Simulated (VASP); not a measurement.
# SiNi2 (Pnma) in VASP: single point with PBE+D3(BJ)

Aim: the single point of SiNi2 with PBE+D3(BJ).

All numbers are computed with VASP 6.6.1; they aren't measurements. Logs are shortened: lines on timing, memory, paths and dates and some standing lists are left out, and cuts for length are marked.

## (1) The cell of the first run

It takes space group Pnma (No. 62, orthorhombic). Conventional cell: a = 4.919 Å, b = 3.699 Å, c = 7.010 Å, α = 90.00°, β = 90.00°, γ = 90.00°. Within 3.3 Å of Si (site symmetry m) lie 11 Ni at 2.29 to 3.29 Å and 4 Si at 3.12 to 3.19 Å. Within 3.1 Å of Ni (site symmetry m) lie 5 Si at 2.32 to 2.55 Å and 8 Ni at 2.53 to 2.68 Å. Within 3.0 Å of Ni (site symmetry m) lie 5 Si at 2.29 to 2.67 Å and 8 Ni at 2.54 to 2.68 Å.

## (2) Single point, PBE+D3(BJ)

Contents of INCAR:

```
PREC = Accurate
ENCUT = 600
EDIFF = 1E-6
ISMEAR = 0
SIGMA = 0.1
LREAL = False
LASPH = True
NELM = 120
ALGO = Normal
ISIF = 2
LWAVE = False
LCHARG = False
GGA = PE
IVDW = 12
NBANDS = 60
GGA_COMPAT = False
```

Contents of KPOINTS:

```
regular mesh
0
Gamma
  8 10 6
```

Contents of POSCAR:

```
SiNi2
1.0
    4.9194532763      0.0000000000      0.0000000000
    0.0000000000      3.6991677645      0.0000000000
    0.0000000000      0.0000000000      7.0103495267
Si Ni
4 8
Direct
    0.2917651666      0.7500000000      0.6134553218
    0.7082348334      0.2500000000      0.3865446782
    0.2082348334      0.2500000000      0.1134553218
    0.7917651666      0.7500000000      0.8865446782
    0.9576512380      0.7500000000      0.2071726390
    0.0423487620      0.2500000000      0.7928273610
    0.5423487620      0.2500000000      0.7071726390
    0.4576512380      0.7500000000      0.2928273610
    0.8288074850      0.7500000000      0.5604107997
    0.1711925150      0.2500000000      0.4395892003
    0.6711925150      0.2500000000      0.0604107997
    0.3288074850      0.7500000000      0.9395892003
```

Potentials or basis: VASP PAW PBE potentials, release 64 (Si, Ni).

The run is started by

```console
cat potpaw_PBE.64/Si/POTCAR potpaw_PBE.64/Ni/POTCAR > POTCAR
mpirun -np 1 vasp_std > vasp.out
```

OUTCAR:

```text
PREC = Accurate
   ENCUT = 600
   EDIFF = 1E-6
   ISMEAR = 0
   LREAL = False
   LASPH = True
   NELM = 120
   ISIF = 2
   GGA = PE
   IVDW = 12
 IVDW          = 12

 ion  position               nearest neighbor table
   1  0.292  0.750  0.613-  10 2.29  10 2.29  12 2.29   9 2.31   7 2.32   7 2.32   8 2.39   6 2.55
                             6 2.55   9 2.67   4 3.12   4 3.12
   2  0.708  0.250  0.387-   9 2.29   9 2.29  11 2.29  10 2.31   8 2.32   8 2.32   7 2.39   5 2.55
                             5 2.55  10 2.67   3 3.12   3 3.12
   3  0.208  0.250  0.113-  12 2.29  12 2.29  10 2.29  11 2.31   5 2.32   5 2.32   6 2.39   8 2.55
                             8 2.55  11 2.67   2 3.12   2 3.12
   4  0.792  0.750  0.887-  11 2.29  11 2.29   9 2.29  12 2.31   6 2.32   6 2.32   5 2.39   7 2.55
                             7 2.55  12 2.67   1 3.12   1 3.12
   5  0.958  0.750  0.207-   3 2.32   3 2.32   4 2.39   8 2.53   8 2.53  11 2.54  11 2.54   2 2.55
                             2 2.55   9 2.56  12 2.62  10 2.68  10 2.68
   6  0.042  0.250  0.793-   4 2.32   4 2.32   3 2.39   7 2.53   7 2.53  12 2.54  12 2.54   1 2.55
                             1 2.55  10 2.56  11 2.62   9 2.68   9 2.68
   7  0.542  0.250  0.707-   1 2.32   1 2.32   2 2.39   6 2.53   6 2.53   9 2.54   9 2.54   4 2.55
                             4 2.55  11 2.56  10 2.62  12 2.68  12 2.68
   8  0.458  0.750  0.293-   2 2.32   2 2.32   1 2.39   5 2.53   5 2.53  10 2.54  10 2.54   3 2.55
                             3 2.55  12 2.56   9 2.62  11 2.68  11 2.68
   9  0.829  0.750  0.560-   2 2.29   2 2.29   4 2.29   1 2.31   7 2.54   7 2.54   5 2.56   8 2.62
                            10 2.64  10 2.64   1 2.67   6 2.68   6 2.68
  10  0.171  0.250  0.440-   1 2.29   1 2.29   3 2.29   2 2.31   8 2.54   8 2.54   6 2.56   7 2.62
                             9 2.64   9 2.64   2 2.67   5 2.68   5 2.68
  11  0.671  0.250  0.060-   4 2.29   4 2.29   2 2.29   3 2.31   5 2.54   5 2.54   7 2.56   6 2.62
                            12 2.64  12 2.64   3 2.67   8 2.68   8 2.68
  12  0.329  0.750  0.940-   3 2.29   3 2.29   1 2.29   4 2.31   6 2.54   6 2.54   8 2.56   5 2.62
                            11 2.64  11 2.64   4 2.67   7 2.68   7 2.68

  LATTYP: Found a simple orthorhombic cell.
 ALAT       =     3.6991677645
 B/A-ratio  =     1.3298810947
 C/A-ratio  =     1.8951153267

  Lattice vectors:

 A1 = (   0.0000000000,  -3.6991677645,   0.0000000000)
 A2 = (   4.9194532763,   0.0000000000,   0.0000000000)
 A3 = (   0.0000000000,   0.0000000000,   7.0103495267)

Analysis of symmetry for initial positions (statically):
=====================================================================
 Subroutine PRICEL returns:
 Original cell was already a primitive cell.

 Routine SETGRP: Setting up the symmetry group for a
 simple orthorhombic supercell.

[... 159 lines left out ...]
     AMIX     =   0.40;   BMIX     =  1.00
     AMIX_MAG =   1.60;   BMIX_MAG =  1.00
  volume/ion in A,a.u.               =      10.63        71.74
  Fermi-wavevector in a.u.,A,eV,Ry     =   1.489058  2.813912 30.168129  2.217295
  Thomas-Fermi vector in A             =   2.602015
   LORBIT       =      0    0 simple, 1 ext, 2 COOP (PROOUT), +10 PAW based schemes
   GGA     = PE    functional components
   LHFCALC =     F    Hartree Fock is set to
   AEXX    =    0.0000 exact exchange contribution
   IVDW    =    12    specifies the selected vdW correction
   LEPSILON=     F    determine dielectric tensor
   LRPA    =     F    only Hartree local field effects (RPA)
 non-spin polarized calculation
 Gauss-broadening in eV      SIGMA  =   0.10
  energy-cutoff  :      600.00
  volume of cell :      127.57
 maximum number of plane-waves:      4288
 NGX is ok and might be reduce to    40
   NGX = 19   NGY = 15   NGZ = 29

 number of electron      95.9999976 magnetization

 Free energy of the ion-electron system (eV)
  ---------------------------------------------------
  ext. energy  EPLUGINS =         0.00000000
  ---------------------------------------------------
  free energy    TOTEN  =       -71.98924982 eV

  energy without entropy =      -71.95755284  energy(sigma->0) =      -71.97340133

 E-fermi :  11.5574     XC(G=0): -13.0729

 val. band max:       11.5570334209   @ k =   0.0000   0.5000   0.3333
 cond. band min:      11.5651258195   @ k =   0.1250   0.0000   0.0000
 fundamental gap:      0.0080923986
 Fermi energy:        11.5573880384

 k-point     1 :       0.0000    0.0000    0.0000
  band No.  band energies     occupation
      1      -1.3289      2.00000
      2       1.2709      2.00000
      3       1.3699      2.00000
      4       3.3123      2.00000
      5       4.8112      2.00000
      6       5.2684      2.00000
[... 1501 lines left out ...]
     59      16.9923      0.00000
     60      17.9733      0.00000

 [... further k-points ...]

------------------------ aborting loop because EDIFF is reached ----------------------------------------

 Edisp (eV)   -6.12460

 E8    (eV) :    -2.6008

  FORCE on cell =-STRESS in cart. coord.  units (eV):
  Direction    XX          YY          ZZ          XY          YZ          ZX
  --------------------------------------------------------------------------------------
  -------------------------------------------------------------------------------------
  Total       0.05527     0.11766     0.01894     0.00000     0.00000     0.00000
  in kB       0.69409     1.47771     0.23786     0.00000     0.00000     0.00000
  external pressure =        0.80 kB  Pullay stress =        0.00 kB

 VOLUME and BASIS-vectors are now :
 -----------------------------------------------------------------------------
  energy-cutoff  :      600.00
  volume of cell :      127.57
      direct lattice vectors                 reciprocal lattice vectors
     4.919453276  0.000000000  0.000000000     0.203274621  0.000000000  0.000000000
     0.000000000  3.699167764  0.000000000     0.000000000  0.270331075  0.000000000
     0.000000000  0.000000000  7.010349527     0.000000000  0.000000000  0.142646240

 POSITION                                       TOTAL-FORCE (eV/Angst)
 -----------------------------------------------------------------------------------
      1.43533      2.77438      4.30054        -0.006071     -0.000000      0.001504
      3.48413      0.92479      2.70981         0.006071      0.000000     -0.001504
      1.02440      0.92479      0.79536         0.006071     -0.000000      0.001504
      3.89505      2.77438      6.21499        -0.006071     -0.000000     -0.001504
      4.71112      2.77438      1.45235        -0.011199     -0.000000      0.008581
      0.20833      0.92479      5.55800         0.011199     -0.000000     -0.008581
      2.66806      0.92479      4.95753         0.011199     -0.000000      0.008581
      2.25139      2.77438      2.05282        -0.011199     -0.000000     -0.008581
      4.07728      2.77438      3.92868        -0.000556     -0.000000      0.000275
      0.84217      0.92479      3.08167         0.000556      0.000000     -0.000275
      3.30190      0.92479      0.42350         0.000556     -0.000000      0.000275
      1.61755      2.77438      6.58685        -0.000556     -0.000000     -0.000275
 -----------------------------------------------------------------------------------
    total drift:                               -0.000000      0.000000      0.000000

  FREE ENERGIE OF THE ION-ELECTRON SYSTEM (eV)
  ---------------------------------------------------
  free  energy   TOTEN  =       -78.1138463377 eV

  energy  without entropy=      -78.0821493589  energy(sigma->0) =      -78.09799785
```

Wall time 35 min (1 thread of Intel Xeon 8259CL, shared host); peak memory 0.81 GiB.

Results:

* Free energy: -78.1138 eV
* Pressure: 0.1 GPa
* Largest force: 0.014 eV/Å
* Band gap on the k mesh: zero (bands 48 and 49 overlap by 1.79 eV)
* Dispersion energy per atom: -0.510 eV

Forces on the atoms (eV/Å):
```
Si  -0.006  0.000  0.002
Si   0.006  0.000 -0.002
Si   0.006  0.000  0.002
Si  -0.006  0.000 -0.002
Ni  -0.011  0.000  0.009
Ni   0.011  0.000 -0.009
Ni   0.011  0.000  0.009
Ni  -0.011  0.000 -0.009
Ni  -0.001  0.000  0.000
Ni   0.001  0.000  0.000
Ni   0.001  0.000  0.000
Ni  -0.001  0.000  0.000
```

Levels at points of the mesh, in eV from the Fermi level:
| k point | band 44 | band 45 | band 46 | band 47 | band 48 | band 49 | band 50 | band 51 | band 52 | band 53 |
| --- | --- | --- | --- | --- | --- | --- | --- | --- | --- | --- |
| (0.00, 0.00, 0.00) | -1.13 | -0.98 | -0.96 | -0.62 | -0.15 | 0.74 | 0.95 | 1.78 | 2.36 | 2.48 |
| (0.50, 0.00, 0.00) | -1.10 | -0.97 | -0.97 | 1.24 | 1.24 | 2.03 | 2.03 | 2.82 | 2.82 | 3.29 |
| (0.00, 0.50, 0.00) | -1.36 | -0.96 | -0.96 | -0.95 | -0.95 | 0.76 | 0.76 | 1.36 | 1.36 | 1.88 |
| (0.50, 0.50, 0.00) | -1.41 | -0.77 | -0.77 | -0.77 | -0.77 | 0.01 | 0.01 | 0.01 | 0.01 | 4.43 |
| (0.00, 0.00, 0.50) | -1.10 | -1.07 | -1.07 | -0.37 | -0.37 | 0.21 | 0.21 | 1.39 | 1.39 | 3.11 |
| (0.50, 0.00, 0.50) | -0.97 | -0.55 | -0.55 | 0.27 | 0.27 | 1.90 | 1.90 | 1.90 | 1.90 | 2.52 |
| (0.00, 0.50, 0.50) | -1.29 | -0.91 | -0.91 | -0.42 | -0.42 | -0.35 | -0.35 | 1.25 | 1.25 | 2.06 |
| (0.50, 0.50, 0.50) | -1.48 | -0.72 | -0.72 | -0.72 | -0.72 | 0.50 | 0.50 | 0.50 | 0.50 | 2.68 |

Spin polarisation is off, so any magnetic state and its effect on volume and gap are missing.
